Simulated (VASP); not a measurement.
**HgTe: single point with PBE**

Crystal: HgTe.

```
CELL_PARAMETERS angstrom
0.00000 3.31455 3.31455
3.31455 0.00000 3.31455
3.31455 3.31455 0.00000
ATOMIC_POSITIONS crystal
Hg 0.00000 0.00000 0.00000
Te 0.25000 0.25000 0.25000
```

```
Program             : VASP 6.6.1
Task                : single point
Functional          : PBE
Potentials or basis : VASP PAW PBE potentials, release 64 (Hg, Te)
Cutoff              : 520 eV
k mesh              : 10 × 10 × 10
Occupations         : gaussian, width 0.05 eV
Spin                : non-collinear spin, zero start, spin-orbit coupling
Starting moments    : [[0.0, 0.0, 0.0], [0.0, 0.0, 0.0]] μB
```

- Pressure: 0.2 GPa
- Net moment: 0.00 μB per cell
- Valence electrons inside the program's atomic spheres: Hg 10.48; Te 3.34

Moments on the atoms (μB; x, y, z):
```
Hg  0.00 0.00 0.00
Te  0.00 0.00 0.00
```

Run time: 6.8 min on 1 thread of Oxide Virtual Turin-like Processor (shared host), peak memory 0.49 GiB.
